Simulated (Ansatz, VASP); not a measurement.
Nb: VASP beside Ansatz

```xyz
1
Lattice="-1.6523 1.6523 1.6523 1.6523 -1.6523 1.6523 1.6523 1.6523 -1.6523" Properties=species:S:1:pos:R:3 pbc="T T T"
Nb    0.0000    0.0000    0.0000
```

Alike in both runs: functional r2SCAN; k mesh 18 × 18 × 18; occupations gaussian, width 0.1 eV; no spin polarisation.

Ansatz relaxed the structure, and its values are those at the end. VASP's run is a single point on that final structure, the one shown.

```csv
,VASP,Ansatz
version,VASP 6.6.1,Ansatz 0.2.0
potentials or method,"VASP PAW PBE potentials, release 64 (Nb_sv), cutoff 520 eV","scalar-relativistic, plane waves, PAW"
valence electrons in the cell,13,13
```

|  | VASP | Ansatz | Ansatz less VASP |
| --- | --- | --- | --- |
| gap on the k mesh at the Fermi level (eV) | none | none | - |
| pressure (GPa) | -0.2 | 0.0 | +0.17 |

VASP's potentials were made for PBE, not for r2SCAN. A gap of «none» marks a metal or a gap that the smearing closes. The functional is the same, so the differences come from potentials, cutoffs and numerics.
